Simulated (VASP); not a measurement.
MgO, 2 atoms in the cell. Symmetry: Fm-3m, No. 225, cubic system. The conventional cell has a = 4.159 Å, b = 4.159 Å, c = 4.159 Å, α = 90.00°, β = 90.00°, γ = 90.00°. Within 2.8 Å of Mg (site symmetry m-3m) lie 6 O at 2.08 Å. Within 2.8 Å of O (site symmetry m-3m) lie 6 Mg at 2.08 Å. 

- Program: VASP 6.6.1
- Task: single point
- Functional: LDA
- Potentials or basis: VASP PAW LDA potentials, release 64 (Mg_sv, O)
- Cutoff: 750 eV
- k mesh: 14 × 14 × 14
- Occupations: fermi-dirac, width 0.05 eV
- Spin: no spin polarisation
- Dipole correction: no
- Mended: yes
- Further INCAR settings: ALGO = Normal; EDIFF = 1e-06; NBANDS = 15

Potentials or basis: VASP PAW LDA potentials, release 64 (Mg_sv, O).

Launch:

```console
$ cat potpaw_LDA.64/Mg_sv/POTCAR potpaw_LDA.64/O/POTCAR > POTCAR
$ mpirun -np 1 vasp_std > vasp.out
```

Hardware: 1 thread of Intel(R) Xeon(R) Platinum 8375C CPU @ 2.90GHz (Ice Lake), on a shared host.

**Question.** How long does it take, and how much memory?

**Answer.** Wall time 56 s on 1 thread of Intel(R) Xeon(R) Platinum 8375C CPU @ 2.90GHz (Ice Lake) (shared host), peak memory 0.17 GiB. Counts: scf iterations 12, k points 104.
